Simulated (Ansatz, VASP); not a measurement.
**InAs in VASP and in Ansatz**

```xyz
2
Lattice="0.0000 3.0724 3.0724 3.0724 0.0000 3.0724 3.0724 3.0724 0.0000" Properties=species:S:1:pos:R:3 pbc="T T T"
In    0.0000    0.0000    0.0000
As    4.6085    4.6085    4.6085
```

Alike in both runs: task single point; functional PBE; k mesh 10 × 10 × 10; occupations gaussian, width 0.05 eV; no spin polarisation.

|  | VASP | Ansatz |
| --- | --- | --- |
| version | VASP 6.6.1 | Ansatz 0.2.0 |
| potentials or method | VASP PAW PBE potentials, release 64 (In_d, As), cutoff 520 eV | scalar-relativistic, plane waves, PAW |
| valence electrons in the cell | 18 | 28 |

```csv
,VASP,Ansatz,Ansatz less VASP
gap on the k mesh at the Fermi level (eV),none,none,-
pressure (GPa),1.1,1.0,-0.05
```

A gap of «none» marks a metal or a gap that the smearing closes. The functional is the same, so the differences come from potentials, cutoffs and numerics. VASP's potentials hold 18 valence electrons a cell and Ansatz's 28, so a difference there can come from the potentials and not from the codes.
